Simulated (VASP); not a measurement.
**TiSi16 (a cell with a defect): single point with PBE+D3(BJ)**

TiSi16 (a cell with a defect):

```
CELL_PARAMETERS angstrom
0.00000 5.43000 5.43000
5.43000 0.00000 5.43000
5.43000 5.43000 0.00000
ATOMIC_POSITIONS crystal
Si 0.00190 0.98364 0.01423
Si 0.12576 0.11806 0.13854
Si 0.99309 0.99835 0.51172
Si 0.12578 0.11800 0.63243
Si 0.00146 0.50083 0.01482
Si 0.12165 0.62078 0.13737
Si 0.00079 0.50060 0.49981
Si 0.12547 0.62520 0.63293
Si 0.49895 0.99798 0.00544
Si 0.61923 0.11829 0.13818
Si 0.49890 0.99852 0.51128
Si 0.62247 0.12200 0.63486
Si 0.48441 0.50106 0.01452
Si 0.61877 0.62495 0.13888
Si 0.49857 0.49262 0.51212
Si 0.61830 0.62538 0.63267
Ti 0.87192 0.37129 0.88648
```

| Item | Value |
| --- | --- |
| Program | VASP 6.6.1 |
| Task | single point |
| Functional | PBE |
| Dispersion | D3(BJ) |
| Potentials or basis | VASP PAW PBE potentials, release 64 (Si, Ti_sv) |
| Cutoff | 520 eV |
| k mesh | 2 × 2 × 2 |
| Occupations | fermi-dirac, width 0.02 eV |
| Spin | no spin polarisation |
| Dipole correction | no |
| Further INCAR settings | LREAL = Auto; ALGO = Normal; EDIFF = 1e-07; NBANDS = 52 |

```json
{
 "Pressure": "0.9 GPa",
 "Largest force": "0.029 eV/Å",
 "Band gap on the k mesh": "zero (band 38 reaches 6.96 eV, above the bottom of band 39 at 6.54 eV)",
 "Dispersion energy per atom": "-0.343 eV"
}
```

Forces in eV/Å, atoms in the order of the input:
```
Si   0.001  0.006 -0.004
Si  -0.001 -0.012  0.006
Si   0.001  0.000 -0.010
Si   0.005  0.006 -0.002
Si   0.004  0.004 -0.002
Si   0.004  0.003  0.002
Si  -0.018 -0.017  0.016
Si   0.003  0.002  0.001
Si   0.012  0.001  0.006
Si  -0.005 -0.007  0.012
Si   0.005  0.010 -0.006
Si  -0.003 -0.003  0.005
Si   0.004  0.003 -0.002
Si  -0.016  0.000  0.002
Si  -0.006 -0.001 -0.004
Si   0.005  0.004  0.000
Ti   0.005  0.000 -0.020
```

Levels at points of the mesh, in eV from the Fermi level:
| k point | band 34 | band 35 | band 36 | band 37 | band 38 | band 39 | band 40 | band 41 |
| --- | --- | --- | --- | --- | --- | --- | --- | --- |
| (0.00, 0.00, 0.00) | -0.99 | -0.99 | -0.99 | -0.42 | -0.40 | -0.40 | -0.10 | -0.10 |
| (0.50, 0.00, 0.00) | -1.97 | -1.37 | -1.37 | -0.28 | 0.02 | 0.04 | 0.44 | 0.44 |
| (0.00, 0.50, 0.00) | -1.97 | -1.37 | -1.37 | -0.28 | 0.03 | 0.04 | 0.44 | 0.44 |
| (0.00, 0.00, 0.50) | -1.97 | -1.37 | -1.37 | -0.29 | 0.03 | 0.03 | 0.45 | 0.45 |
| (0.50, 0.50, 0.50) | -1.97 | -1.37 | -1.37 | -0.28 | 0.02 | 0.04 | 0.44 | 0.44 |
| (0.50, 0.50, 0.00) | -2.01 | -2.01 | -1.88 | -0.71 | -0.04 | 0.56 | 0.57 | 1.10 |
| (0.00, 0.50, 0.50) | -2.01 | -2.01 | -1.88 | -0.71 | -0.04 | 0.57 | 0.57 | 1.10 |
| (0.50, 0.00, 0.50) | -2.01 | -2.01 | -1.88 | -0.71 | -0.04 | 0.56 | 0.57 | 1.10 |

It took 5 min on 1 thread of AMD EPYC 9R45 96-Core Processor (Zen 5) (shared host), peak memory 0.45 GiB.

Caveat: the k points lie up to 0.50 Å⁻¹ apart.
